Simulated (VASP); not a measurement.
Write the native input for VASP 6.6.1 that does the following.

```
Task                   : single point
Functional             : LDA
Potentials or basis    : VASP PAW LDA potentials, release 64 (Ca_sv, Se)
Cutoff                 : 520 eV
k mesh                 : 10 × 10 × 10
Occupations            : gaussian, width 0.05 eV
Spin                   : no spin polarisation
Dipole correction      : no
Further INCAR settings : ALGO = Normal; EDIFF = 1e-06; NBANDS = 15
```

The structure of CaSe lies in POSCAR:

```
CaSe
1.0
    0.0000000000      2.6336291868      3.7239516702
    2.6336291868      0.0000000000      3.7239516702
    2.6336291868      2.6336291868      0.0000000000
Ca Se
1 1
Direct
    0.0000000000      0.0000000000      0.0000000000
    0.5000000000      0.5000000000      0.5000000000
```

This cell differs from its parent crystal: ratio of the length along z to the lengths across it x 1.414, volume and fractional coordinates fixed.

These files were run (other wordings do the same):

INCAR

```
SYSTEM = CaSe
PREC = Accurate ; ENCUT = 520
EDIFF = 1E-6 ; ISMEAR = 0
SIGMA = 0.05 ; LREAL = .FALSE.
LASPH = .TRUE. ; NELM = 80
ALGO = Normal ; ISIF = 2
LWAVE = .FALSE. ; LCHARG = .TRUE.
GGA = CA ; LELF = .TRUE.
LVHAR = .TRUE. ; NBANDS = 15
```

KPOINTS

```
regular mesh
0
G
  10 10 10
  0 0 0
```

Potentials or basis: VASP PAW LDA potentials, release 64 (Ca_sv, Se).

Launch:

```sh
$ cat potpaw_LDA.64/Ca_sv/POTCAR potpaw_LDA.64/Se/POTCAR > POTCAR
$ mpirun -np 1 vasp_std > vasp.out
```

Results of the run:

```json
{"Pressure": "9.5 GPa", "Band gap on the k mesh": "1.40 eV"}
```

Caveat: the stress differs along the axes, from -6 to 17 GPa.

Run time: 30 s on 1 thread of Intel(R) Xeon(R) 6975P-C (Granite Rapids) (shared host), peak memory 0.21 GiB.
